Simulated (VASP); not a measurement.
Runs of VASP 6.6.1 on TiH. The structure is that of space group Fm-3m (No. 225), or close to it. The cells are those of the table. 

```tsv
cell	gap on the mesh (eV)	pressure (GPa)
a = 3.044 Å, angles 60.0°, 2 atoms	none	(a)
a = 2.957, b = 2.957, c = 2.867 Å, angles 61.0, 61.0, 58.0°, 2 atoms	none	0.7
a = 2.867 Å, angles 60.0°, 2 atoms	none	10.9
a = 3.000, b = 3.000, c = 2.955 Å, angles 60.5, 60.5, 59.0°, 2 atoms	none	-7.6
```

Alike in all rows: task single point; level PBEsol; potentials or basis VASP PAW PBE potentials, release 64 (Ti_sv, H); no spin polarisation; k mesh 20 × 20 × 20; cutoff (eV) 520; smearing gaussian 0.15 eV.

Problem. Estimate the missing entries.

Solution. (a) -13.9.

Caveats: the PAW data sets were made with another functional, which shifts forces and pressure a little; the cell stands under tension (at least some runs); the cell stands under pressure (at least some runs).

A gap of «none» marks levels without a gap at the run's occupations.
